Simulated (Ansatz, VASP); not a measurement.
## TaN in VASP and in Ansatz

INCAR

```
PREC = Accurate
ENCUT = 520
EDIFF = 1E-7
ISMEAR = -1
SIGMA = 0.05
LREAL = False
LASPH = True
NELM = 100
ALGO = Normal
ISIF = 2
LWAVE = False
LCHARG = False
GGA = PE
NBANDS = 15
```

KPOINTS

```
regular mesh
0
Gamma
  11 11 11
```

Contents of POSCAR:

```
TaN
1.0
    0.0000000000      2.1970090812      2.1970090812
    2.1970090812      0.0000000000      2.1970090812
    2.1970090812      2.1970090812      0.0000000000
Ta N
1 1
Direct
    0.5000000000      0.5000000000      0.5000000000
    0.0000000000      0.0000000000      0.0000000000
```

Input for Ansatz:

```yaml
crystal:
  lattice:
    - [0.0, 2.1970090811501244, 2.1970090811501244]
    - [2.1970090811501244, 0.0, 2.1970090811501244]
    - [2.1970090811501244, 2.1970090811501244, 0.0]
  atoms:
    - { symbol: Ta, position: [0.5, 0.5, 0.5] }
    - { symbol: "N", position: [0.0, 0.0, 0.0] }
basis:
  ecutwfc: 489.804952427784
kpoints:
  mp_grid:
    grid: [11, 11, 11]
hamiltonian:
  pseudopotentials:
    kind: paw
scf:
  occupations:
    method: fermi_dirac
    width: 0.05
output:
  stress: true
```

Alike in both runs: task single point; functional PBE; k mesh 11 × 11 × 11; occupations fermi-dirac, width 0.05 eV; no spin polarisation.

|  | VASP | Ansatz |
| --- | --- | --- |
| version | VASP 6.6.1 | Ansatz 0.2.0 |
| potentials or method | VASP PAW PBE potentials, release 64 (Ta_pv, N), cutoff 520 eV | plane waves, PAW |
| valence electrons in the cell | 16 | 18 |

VASP gave:

| Quantity | Value |
| --- | --- |
| pressure (GPa) | 6.3 |

Question: What did Ansatz give for the same quantities?

Answer: Pressure (GPa): 5.4.

The functional is the same, so the differences come from potentials, cutoffs and numerics. VASP's potentials hold 16 valence electrons a cell and Ansatz's 18, so a difference there can come from the potentials and not from the codes.

Neither program's run includes spin-orbit coupling.
